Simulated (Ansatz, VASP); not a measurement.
**WS2 in VASP and in Ansatz**

Contents of INCAR:

```
  ALGO = Normal
  EDIFF = 1E-6
  ENCUT = 520
  GGA = PS
  ISIF = 2
  ISMEAR = 0
  LASPH = True
  LCHARG = True
  LELF = True
  LREAL = False
  LVHAR = True
  LWAVE = False
  NBANDS = 20
  NELM = 60
  PREC = Accurate
  SIGMA = 0.05
```

The input KPOINTS:

```
k-points
0
Gamma
  12 12 2
```

The input POSCAR:

```
WS2
1.0
    3.3030650360      0.0000000000      0.0000000000
   -1.6515325180      2.8605382316      0.0000000000
    0.0000000000      0.0000000000     16.9534210846
W S
1 2
Direct
    0.3333333333      0.6666666667      0.0000000000
    0.6666666667      0.3333333333      0.9075761491
    0.6666666667      0.3333333333      0.0924238509
```

Input for Ansatz:

```yaml
crystal:
  lattice:
    - [3.303065036, 0.0, 0.0]
    - [-1.651532518, 2.8605382316, 0.0]
    - [0.0, 0.0, 16.9534210846]
  atoms:
    - { symbol: W, position: [0.3333333333, 0.6666666667, 0.0] }
    - { symbol: S, position: [0.6666666667, 0.3333333333, 0.9075761491] }
    - { symbol: S, position: [0.6666666667, 0.3333333333, 0.0924238509] }
basis:
  ecutwfc: 420
kpoints:
  mp_grid: { grid: [12, 12, 2] }
hamiltonian:
  xc: pbesol
scf:
  occupations: { method: gaussian, width: 0.05 }
output:
  forces: true
  stress: true
  eigenvalues: true
```

Change from the starting cell: strain +0.050 along x and y, +0.000 along z, atoms carried along.

Alike in both runs: task single point; functional PBEsol; k mesh 12 × 12 × 2; occupations gaussian, width 0.05 eV; no spin polarisation.

```csv
,VASP,Ansatz
version,VASP 6.6.1,Ansatz 0.2.0
potentials or method,"VASP PAW PBE potentials, release 64 (W_sv, S), cutoff 520 eV","scalar-relativistic, plane waves, PAW"
valence electrons in the cell,26,26
```

```tsv
	VASP	Ansatz	Ansatz less VASP
gap on the k mesh at the Fermi level (eV)	1.21	1.20	-0.011
least direct gap on the mesh (eV)	1.45	1.45	-0.003
rms of the force components (eV/Å)	0.455	0.463	+0.0083
```

VASP's potentials were made for PBE, not for PBEsol. Atom by atom the forces differ by 0.008 eV/Å (rms over components). The functional is the same, so the differences come from potentials, cutoffs and numerics.

Neither program's run includes spin-orbit coupling.
